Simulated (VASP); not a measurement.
Crystal: GaBAs2.

```
B As Ga
1.0
     3.58777    0.00000    0.00000
     0.00000    3.58777    0.00000
     0.00000    0.00000    5.07387
B As Ga
1 2 1
Direct
  0.00000 0.00000 0.00000
  0.00000 0.50000 0.25000
  0.50000 0.00000 0.75000
  0.50000 0.50000 0.50000
```

- Program: VASP 6.6.1
- Task: relaxation of cell and atoms
- Functional: PBE
- Potentials or basis: VASP PAW PBE potentials, release 64 (B, As, Ga_d)
- Cutoff: 600 eV
- k mesh: 6 × 6 × 4
- Occupations: fermi-dirac, width 0.02 eV
- Spin: no spin polarisation

At the start: pressure 19.5 GPa; volume 16.33 Å³/atom.

**Question.** Where does the relaxation end?

**Answer.** Over 13 steps the energy falls by 323.5 meV/atom and the volume is 18.48 Å³/atom (+13.2 %); space group P-4m2 (No. 115, to 0.05 Å).

Step by step:
| step | energy change (eV) | largest force (eV/Å) | pressure (GPa) | volume (Å³) |
| --- | --- | --- | --- | --- |
| 1 | 0.0000 | 4.6742 | 19.48 | 65.31 |
| 2 | -0.8468 | 0.5766 | -9.12 | 85.92 |
| 3 | -1.2002 | 0.7314 | -3.05 | 77.28 |
| 4 | -1.2008 | 0.7898 | -2.79 | 77.00 |
| 5 | -1.2006 | 0.8417 | -2.52 | 76.76 |
| 6 | -1.2828 | 0.2216 | -0.20 | 74.23 |
| 7 | -1.2882 | 0.0085 | 0.63 | 73.45 |
| 8 | -1.2933 | 0.0557 | -0.11 | 74.00 |
| 9 | -1.2935 | 0.0678 | -0.22 | 74.11 |
| 10 | -1.2941 | 0.0106 | 0.04 | 73.89 |
| 11 | -1.2941 | 0.0089 | 0.07 | 73.88 |
| 12 | -1.2941 | 0.0022 | -0.06 | 73.95 |
| 13 | -1.2941 | 0.0028 | 0.01 | 73.92 |

Final structure:
```
B As Ga
1.0
     3.69452    0.00000    0.00000
     0.00000    3.69452    0.00000
     0.00000    0.00000    5.41535
B As Ga
1 2 1
Direct
  0.00000 0.00000 0.00000
  0.00000 0.50000 0.21214
  0.50000 0.00000 0.78786
  0.50000 0.50000 0.50000
```
